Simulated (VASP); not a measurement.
# AlP8 (Pmm2) in VASP: further runs, part 2 of 2

VASP 6.6.1.

### Step 4. Relaxation of cell and atoms, PBE+D3(BJ)

This run uses another cell than the first one, of 16.39 Å³/atom, 0.927 times its volume.

Contents of INCAR:

```
  PREC = Accurate
  ENCUT = 600
  EDIFF = 1E-7
  ISMEAR = 0
  SIGMA = 0.1
  LREAL = False
  LASPH = True
  NELM = 60
  ALGO = Normal
  ISIF = 3
  LWAVE = False
  LCHARG = False
  GGA = PE
  IVDW = 12
  IBRION = 2
  NSW = 90
  EDIFFG = -0.04
```

Contents of KPOINTS:

```
regular mesh
0
Gamma
  6 2 4
```

Contents of POSCAR:

```
AlP8
1.0
    3.3100000000      0.0000000000      0.0000000000
    0.0000000000     10.1761232400      0.0000000000
    0.0000000000      0.0000000000      4.3800000000
Al P
1 8
Direct
    0.0000000000      0.0000000000      0.6600000100
    0.5000000000      0.8570121700      0.4100000100
    0.0000000000      0.8570121700      0.0899999900
    0.5000000000      0.6547740700      0.5899999900
    0.0000000000      0.6547740700      0.9100000100
    0.5000000000      0.3452259300      0.5899999900
    0.0000000000      0.3452259300      0.9100000100
    0.5000000000      0.1429878300      0.4100000100
    0.0000000000      0.1429878300      0.0899999900
```

Potentials or basis: VASP PAW PBE potentials, release 64 (Al, P).

Run with:

```
cat potpaw_PBE.64/Al/POTCAR potpaw_PBE.64/P/POTCAR > POTCAR
mpirun -np 1 vasp_std > vasp.out
```

OUTCAR:

```text
PREC = Accurate
   ENCUT = 600
   EDIFF = 1E-7
   ISMEAR = 0
   LREAL = False
   LASPH = True
   NELM = 60
   ISIF = 3
   GGA = PE
   IVDW = 12
   IBRION = 2
   NSW = 90
   EDIFFG = -0.04
 IVDW          = 12

 ion  position               nearest neighbor table
   1  0.000  0.000  0.660-   3 2.38   9 2.38   8 2.46   2 2.46   2 2.46   8 2.46   3 2.89   9 2.89

   2  0.500  0.857  0.410-   3 2.17   3 2.17   4 2.20   1 2.46   1 2.46   8 2.91
   3  0.000  0.857  0.090-   2 2.17   2 2.17   5 2.20   1 2.38   1 2.89   9 2.91
   4  0.500  0.655  0.590-   5 2.17   5 2.17   2 2.20
   5  0.000  0.655  0.910-   4 2.17   4 2.17   3 2.20
   6  0.500  0.345  0.590-   7 2.17   7 2.17   8 2.20
   7  0.000  0.345  0.910-   6 2.17   6 2.17   9 2.20
   8  0.500  0.143  0.410-   9 2.17   9 2.17   6 2.20   1 2.46   1 2.46   2 2.91
   9  0.000  0.143  0.090-   8 2.17   8 2.17   7 2.20   1 2.38   1 2.89   3 2.91

  LATTYP: Found a simple orthorhombic cell.
 ALAT       =     3.3100000000
 B/A-ratio  =     1.3232628399
 C/A-ratio  =     3.0743574743

  Lattice vectors:

 A1 = (  -3.3100000000,   0.0000000000,   0.0000000000)
 A2 = (   0.0000000000,   0.0000000000,   4.3800000000)
 A3 = (   0.0000000000,  10.1761232400,   0.0000000000)

Analysis of symmetry for initial positions (statically):
=====================================================================
 Subroutine PRICEL returns:
 Original cell was already a primitive cell.

 Routine SETGRP: Setting up the symmetry group for a
 simple orthorhombic supercell.

 Subroutine GETGRP returns: Found  4 space group operations
 (whereof  4 operations were pure point group operations)
 out of a pool of  8 trial point group operations.

The static configuration has the point symmetry C_2v.

Analysis of symmetry for dynamics (positions and initial velocities):
=====================================================================
 Subroutine PRICEL returns:
 Original cell was already a primitive cell.

 Routine SETGRP: Setting up the symmetry group for a
 simple orthorhombic supercell.

 Subroutine GETGRP returns: Found  4 space group operations
 (whereof  4 operations were pure point group operations)
 out of a pool of  8 trial point group operations.

The dynamic configuration has the point symmetry C_2v.

 Subroutine INISYM returns: Found  4 space group operations
 (whereof  4 operations are pure point group operations),
 and found     1 'primitive' translations

----------------------------------------------------------------------------------------

                                     Primitive cell

  volume of cell :     147.5314

  direct lattice vectors                    reciprocal lattice vectors
     3.310000000  0.000000000  0.000000000     0.302114804  0.000000000  0.000000000
     0.000000000 10.176123240  0.000000000     0.000000000  0.098269250  0.000000000
     0.000000000  0.000000000  4.380000000     0.000000000  0.000000000  0.228310502

  length of vectors
     3.310000000 10.176123240  4.380000000     0.302114804  0.098269250  0.228310502

  position of ions in fractional coordinates (direct lattice)
     0.000000000  0.000000000  0.660000010
     0.500000000  0.857012170  0.410000010
     0.000000000  0.857012170  0.089999990
     0.500000000  0.654774070  0.589999990
     0.000000000  0.654774070  0.910000010
     0.500000000  0.345225930  0.589999990
[... 47 lines left out ...]
  0.500000  0.000000  0.000000      1.000000
  0.000000  0.500000  0.000000      1.000000
  0.166667  0.500000  0.000000      2.000000
[... 16 lines left out ...]
  0.333333  0.500000  0.500000      2.000000
  0.500000  0.500000  0.500000      1.000000
   k-points           NKPTS =     24   k-points in BZ     NKDIM =     24   number of bands    NBANDS=     26
   number of dos      NEDOS =    301   number of ions     NIONS =      9
   total plane-waves  NPLWV =  84672
   dimension x,y,z NGX =    28 NGY =   84 NGZ =   36
   dimension x,y,z NGXF=    56 NGYF=  168 NGZF=   72
   ions per type =               1   8
   NGX,Y,Z   is equivalent  to a cutoff of  14.06, 13.72, 13.66 a.u.
   NGXF,Y,Z  is equivalent  to a cutoff of  28.13, 27.45, 27.33 a.u.
 SYSTEM =  unknown system
   PREC   = accura    normal or accurate (medium, high low for compatibility)
   ISTART =      0    job   : 0-new  1-cont  2-samecut
   ICHARG =      2    charge: 1-file 2-atom 10-const
   ISPIN  =      1    spin polarized calculation?
   LNONCOLLINEAR =      F non collinear calculations
   LSORBIT =      F    spin-orbit coupling
   LASPH  =      T    aspherical Exc in radial PAW
   ENCUT  =  600.0 eV  44.10 Ry    6.64 a.u.   6.61 20.32  8.75*2*pi/ulx,y,z
   NELM   =     60;   NELMIN=  2; NELMDL= -5     # of ELM steps
   EDIFF  = 0.1E-06   stopping-criterion for ELM
   LREAL  =      F    real-space projection
   EDIFFG = -.4E-01   stopping-criterion for IOM
   NSW    =     90    number of steps for IOM
   IBRION =      2    ionic relax: 0-MD 1-quasi-New 2-CG
   NFREE  =      1    steps in history (QN), initial steepest desc. (CG)
   ISIF   =      3    stress and relaxation
   ISYM   =      2    0-nonsym 1-usesym 2-fastsym
   POTIM  = 0.5000    time-step for ionic-motion
   TEBEG  =    0.0;   TEEND  =   0.0 temperature during run
   PSTRESS=    0.0 pullay stress
   NELECT =      43.0000    total number of electrons
   NUPDOWN=      -1.0000    fix difference up-down
   EMIN   =  10.00;   EMAX   =-10.00  energy-range for DOS
   EFERMI =   0.00;   METHOD = LEGACY
   ISMEAR =     0;   SIGMA  =   0.10  broadening in eV -4-tet -1-fermi 0-gaus
   EFERMI_NEDOS =   21; number of points for ismear=-14 and -15
   IALGO  =     38    algorithm
   IMIX   =      4    mixing-type and parameters
     AMIX     =   0.40;   BMIX     =  1.00
     AMIX_MAG =   1.60;   BMIX_MAG =  1.00
  volume/ion in A,a.u.               =      16.39       110.62
  Fermi-wavevector in a.u.,A,eV,Ry     =   1.085433  2.051170 16.029891  1.178164
  Thomas-Fermi vector in A             =   2.221546
   LORBIT       =      0    0 simple, 1 ext, 2 COOP (PROOUT), +10 PAW based schemes
   GGA     = PE    functional components
   LHFCALC =     F    Hartree Fock is set to
   AEXX    =    0.0000 exact exchange contribution
   IVDW    =    12    specifies the selected vdW correction
   LEPSILON=     F    determine dielectric tensor
   LRPA    =     F    only Hartree local field effects (RPA)
 conjugate gradient relaxation of ions
 non-spin polarized calculation
 Gauss-broadening in eV      SIGMA  =   0.10
  energy-cutoff  :      600.00
  volume of cell :      147.53
 maximum number of plane-waves:      4954
 NGX is ok and might be reduce to    28
   NGX = 13   NGY = 41   NGZ = 17

--------------------------------------- Ionic step        1  -------------------------------------------

 number of electron      42.9999998 magnetization

 Free energy of the ion-electron system (eV)
  ---------------------------------------------------
  ext. energy  EPLUGINS =         0.00000000
  ---------------------------------------------------
  free energy    TOTEN  =       -44.63159205 eV

  energy without entropy =      -44.61951399  energy(sigma->0) =      -44.62555302

------------------------ aborting loop because EDIFF is reached ----------------------------------------

 Edisp (eV)   -3.79707

 E8    (eV) :    -1.4697
[... 38 lines left out ...]
--------------------------------------- Ionic step        2  -------------------------------------------

 number of electron      43.0000002 magnetization

 E-fermi :   6.7702     XC(G=0):  -9.8504

 val. band max:        6.7161876648   @ k =   0.5000   0.0000   0.0000
 cond. band min:       6.7715430209   @ k =   0.5000   0.5000   0.2500
 fundamental gap:      0.0553553561
 Fermi energy:         6.7701865129

 k-point     1 :       0.0000    0.0000    0.0000
  band No.  band energies     occupation
      1      -8.6810      2.00000
      2      -8.1668      2.00000
      3      -6.7055      2.00000
      4      -5.8528      2.00000
      5      -3.0375      2.00000
      6      -2.6060      2.00000
[... 772 lines left out ...]
  FREE ENERGIE OF THE ION-ELECTRON SYSTEM (eV)
  ---------------------------------------------------
  free  energy   TOTEN  =       -49.1129587182 eV

  energy  without entropy=      -49.1012012357  energy(sigma->0) =      -49.10707998

[... ionic steps 4 to 14 ...]

--------------------------------------- Ionic step       15  -------------------------------------------

 number of electron      43.0000001 magnetization

------------------------ aborting loop because EDIFF is reached ----------------------------------------
[... 89 lines left out ...]
--------------------------------------- Ionic step       17  -------------------------------------------

 number of electron      43.0000000 magnetization

 Free energy of the ion-electron system (eV)
  ---------------------------------------------------
  ext. energy  EPLUGINS =         0.00000000
  ---------------------------------------------------
  free energy    TOTEN  =       -45.98260078 eV

  energy without entropy =      -45.96283119  energy(sigma->0) =      -45.97271599

 E-fermi :   7.3918     XC(G=0): -10.0961

 val. band max:        7.3539978243   @ k =   0.1667   0.5000   0.0000
 cond. band min:       7.4276133953   @ k =   0.3333   0.0000   0.2500
 fundamental gap:      0.0736155710
 Fermi energy:         7.3917694132

 k-point     1 :       0.0000    0.0000    0.0000
  band No.  band energies     occupation
      1      -8.5243      2.00000
      2      -8.2041      2.00000
      3      -6.3427      2.00000
      4      -5.5541      2.00000
      5      -2.6547      2.00000
      6      -2.3806      2.00000
[... 725 lines left out ...]
  FREE ENERGIE OF THE ION-ELECTRON SYSTEM (eV)
  ---------------------------------------------------
  free  energy   TOTEN  =       -49.4683693868 eV

  energy  without entropy=      -49.4485997995  energy(sigma->0) =      -49.45848459

 reached required accuracy - stopping structural energy minimisation
```

It took 13 min on 1 thread of AMD EPYC 9R45 (Zen 5), shared host; peak memory 0.31 GiB.

Results:

* Free energy: -49.4684 eV
* Relaxed volume: 17.78 Å³/atom
* Relaxed cell: a = 3.241 Å, b = 10.945 Å, c = 4.512 Å, α = 90.00°, β = 90.00°, γ = 90.00°
* Space group after relaxing (to 0.05 Å): Pmm2 (No. 25)
* Energy gained by relaxing: 115.5 meV/atom
* Ionic steps: 17
* Pressure after relaxing: -0.2 GPa
* Largest force after relaxing: 0.014 eV/Å
* Dispersion energy per atom: -0.387 eV

Forces in eV/Å, atoms in the order of the input:
```
Al   0.000  0.000 -0.014
P    0.000 -0.012 -0.006
P    0.000  0.004 -0.001
P    0.000 -0.003  0.010
P    0.000 -0.005  0.004
P    0.000  0.003  0.010
P    0.000  0.005  0.004
P    0.000  0.012 -0.006
P    0.000 -0.004 -0.001
```

Step by step:
```
step  energy change (eV)  largest force (eV/Å)  pressure (GPa)  volume (Å³)
   1              0.0000                1.2525            9.69       147.53
   2             -0.5940                0.9056           -5.03       169.61
   3             -0.6843                0.8856           -1.75       162.97
   4             -0.9064                0.6549           -0.85       161.49
   5             -0.9394                0.5432           -0.37       160.87
   6             -0.9427                0.5087           -0.15       160.59
   7             -0.9875                0.2491            0.34       159.88
   8             -0.9915                0.2667            0.64       159.58
   9             -1.0083                0.2338           -0.16       161.17
  10             -1.0116                0.2326           -0.68       162.27
  11             -1.0235                0.1506           -0.09       161.41
  12             -1.0239                0.1880            0.04       161.23
  13             -1.0312                0.0999           -0.03       160.90
  14             -1.0354                0.0623           -0.12       160.39
  15             -1.0391                0.0669            0.16       159.59
  16             -1.0392                0.0626            0.13       159.67
  17             -1.0397                0.0135           -0.18       160.01
```

Final structure:
```
Al P
1.0
     3.24053    0.00000    0.00000
     0.00000   10.94490    0.00000
     0.00000    0.00000    4.51154
Al P
1 8
Direct
  0.00000 0.00000 0.70670
  0.50000 0.85266 0.43432
  0.00000 0.84106 0.07488
  0.50000 0.65182 0.56517
  0.00000 0.64799 0.90228
  0.50000 0.34818 0.56517
  0.00000 0.35201 0.90228
  0.50000 0.14734 0.43432
  0.00000 0.15894 0.07488
```

### Step 5. Single point, PBE+D3(BJ)

Contents of INCAR:

```
ALGO = Normal
EDIFF = 1E-7
ENCUT = 520
GGA = PE
ISIF = 2
ISMEAR = 0
IVDW = 12
LASPH = T
LCHARG = T
LELF = T
LREAL = F
LVHAR = T
LWAVE = F
NBANDS = 32
NELM = 100
PREC = Accurate
SIGMA = 0.1
```

Contents of KPOINTS:

```
k-points
0
Gamma
  12 4 8
```

Contents of POSCAR:

```
AlP8
1.0
    3.2173181660      0.0000000000      0.0000000000
    0.0000000000     10.9556811387      0.0000000000
    0.0000000000      0.0000000000      4.5216479036
Al P
1 8
Direct
    0.0000000000      0.0000000000      0.7055050613
    0.5000000000      0.8508083972      0.4336443945
    0.0000000000      0.8398692474      0.0750519652
    0.5000000000      0.6496063919      0.5649224631
    0.0000000000      0.6458467623      0.9036286516
    0.5000000000      0.3503936081      0.5649224631
    0.0000000000      0.3541532377      0.9036286516
    0.5000000000      0.1491916028      0.4336443945
    0.0000000000      0.1601307526      0.0750519652
```

Run with:

```
cat potpaw_PBE.64/Al/POTCAR potpaw_PBE.64/P/POTCAR > POTCAR
mpirun -np 1 vasp_std > vasp.out
```

Run time: 5.4 min. Hardware: 1 thread of AMD EPYC 9R45 (Zen 5), shared host; peak memory 0.49 GiB.

The run converged. Its results:

| Quantity | Value |
| --- | --- |
| Free energy | -49.5285 eV |
| Pressure | -0.3 GPa |
| Largest force | 0.063 eV/Å |
| Dispersion energy per atom | -0.388 eV |

Forces in eV/Å, atoms in the order of the input:
```
Al   0.000  0.000  0.003
P    0.000 -0.030 -0.022
P    0.000 -0.019  0.027
P    0.000  0.019  0.046
P    0.000  0.036 -0.052
P    0.000 -0.019  0.046
P    0.000 -0.036 -0.052
P    0.000  0.030 -0.022
P    0.000  0.019  0.027
```

Stress tensor (GPa, compression positive):
```
-0.28  0.00  0.00
 0.00 -0.22  0.00
 0.00  0.00 -0.34
```

Levels at points of the mesh, in eV from the Fermi level:
```tsv
k point	band 19	band 20	band 21	band 22	band 23	band 24
(0.00, 0.00, 0.00)	-1.73	-1.73	-0.51	0.97	1.31	1.54
(0.50, 0.00, 0.00)	-2.77	-2.12	-2.05	-1.40	-1.11	0.10
(0.00, 0.50, 0.00)	-1.83	-1.59	-0.33	0.06	1.13	1.31
(0.50, 0.50, 0.00)	-2.80	-2.67	-2.64	-1.30	-1.27	-0.13
(0.00, 0.00, 0.50)	-2.03	-1.18	-0.21	0.90	0.93	1.25
(0.50, 0.00, 0.50)	-1.74	-1.69	-1.12	0.09	1.60	1.69
(0.00, 0.50, 0.50)	-1.99	-1.25	0.65	1.17	1.29	1.42
(0.50, 0.50, 0.50)	-2.88	-2.83	-0.84	0.59	1.12	1.74
```

### Step 6. Summary

```tsv
task	cell	k mesh	cutoff (eV)	gap on the mesh (eV)	pressure (GPa)	largest force (eV/Å)
single point	a = 3.242, b = 10.891, c = 4.509 Å, 9 atoms	6 × 2 × 4	520	none	-0.2	0.08
single point	a = 3.310, b = 10.176, c = 4.380 Å, 9 atoms	6 × 2 × 4	520	none	9.7	1.25
relaxation of cell and atoms	relaxed from a = 3.310, b = 10.176, c = 4.380 Å, 9 atoms	6 × 2 × 4	600	none	-0.2	0.01
single point	a = 3.217, b = 10.956, c = 4.522 Å, 9 atoms	12 × 4 × 8	520	none	-0.3	0.06
```

Alike in all rows: level PBE+D3(BJ); potentials or basis VASP PAW PBE potentials, release 64 (Al, P); no spin polarisation; smearing gaussian 0.1 eV.

Caveats: forces of over 1 eV/Å act on the atoms, so gaps and moduli don't describe the material at rest (some runs).

Absolute energies hang on the potentials; compare differences alone.
